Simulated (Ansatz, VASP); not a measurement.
**One calculation of Si, two programs**

```
Si
1.0
     3.98587   -0.11553    0.00000
    -2.09299    3.27617    0.00000
     0.00000    0.00000    6.36468
Si
4
Direct
  0.33333 0.66667 0.06293
  0.66667 0.33333 0.56293
  0.33333 0.66667 0.43707
  0.66667 0.33333 0.93707
```

Change from the starting cell: engineering shear strain xy -0.0600, strain +e along x and -e along y +0.0350.

Alike in both runs: task single point; functional PBE; k mesh 12 × 12 × 6; occupations gaussian, width 0.05 eV; no spin polarisation.

```csv
,VASP,Ansatz
version,VASP 6.6.1,Ansatz 0.2.0
potentials or method,"VASP PAW PBE potentials, release 64 (Si), cutoff 520 eV","scalar-relativistic, plane waves, PAW"
valence electrons in the cell,16,16
```

|  | VASP | Ansatz | Ansatz less VASP |
| --- | --- | --- | --- |
| gap on the k mesh at the Fermi level (eV) | none | none | - |
| pressure (GPa) | 0.6 | 0.6 | +0.06 |
| traceless stress, the component that is largest in VASP (GPa) | 6.22 | 6.21 | -0.011 |
| rms of the force components (eV/Å) | 0.387 | 0.388 | +0.0016 |

Atom by atom the forces differ by 0.002 eV/Å (rms over components). A gap of «none» marks a metal or a gap that the smearing closes.
